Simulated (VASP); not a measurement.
Write the native input for VASP 6.6.1 that does the following.

```yaml
Task: electric field gradients
Functional: LDA
Potentials_or_basis: VASP PAW LDA potentials, release 64 (Mo_sv, S)
Cutoff: 520 eV
k_mesh: 10 × 10 × 3
Occupations: fermi-dirac, width 0.03 eV
Spin: no spin polarisation
Dipole_correction: no
Further_INCAR_settings: ALGO = Normal; EDIFF = 1e-08; NBANDS = 35
```

The structure of MoS2 lies in POSCAR:

```
MoS2
1.0
    3.2229977647      0.0000000000      0.0000000000
   -1.6114988823      2.7911979406      0.0000000000
    0.0000000000      0.0000000000     12.5361396517
Mo S
2 4
Direct
    0.3333333333      0.6666666667      0.2500000000
    0.6666666667      0.3333333333      0.7500000000
    0.3333333333      0.6666666667      0.6275000000
    0.6666666667      0.3333333333      0.1275000000
    0.3333333333      0.6666666667      0.8725000000
    0.6666666667      0.3333333333      0.3725000000
```

These files were run (other wordings do the same):

INCAR

```
SYSTEM = MoS2
  ALGO = Normal
  EDIFF = 1E-8
  ENCUT = 520
  ISIF = 2
  ISMEAR = -1
  LASPH = .TRUE.
  LCHARG = .FALSE.
  LEFG = .TRUE.
  LREAL = .FALSE.
  LWAVE = .FALSE.
  NBANDS = 35
  NELM = 80
  PREC = Accurate
  SIGMA = 0.03
```

KPOINTS

```
k-points
0
G
  10 10 3
  0 0 0
```

Potentials or basis: VASP PAW LDA potentials, release 64 (Mo_sv, S).

Launch:

```bash
$ cat potpaw_LDA.64/Mo_sv/POTCAR potpaw_LDA.64/S/POTCAR > POTCAR
$ mpirun -np 1 vasp_std > vasp.out
```

Results of the run:

| Property | Result |
| --- | --- |
| Pressure | -7.2 GPa |
| Largest force | 0.226 eV/Å |
| Band gap on the k mesh | 0.83 eV (least direct gap 1.73 eV) |
| Largest electric field gradient by atom | Mo -89.7; S -58.7 V/Å² |

Caveat: the cell stands under tension; without QUAD_EFG the Cq values of the log hold for a quadrupole moment of 1 mb, not for the nuclei; an odd mesh through Γ misses points on the zone boundary, where band edges can lie.

It took 2.4 min on 1 thread of Intel Xeon 8259CL (shared host), peak memory 0.24 GiB.
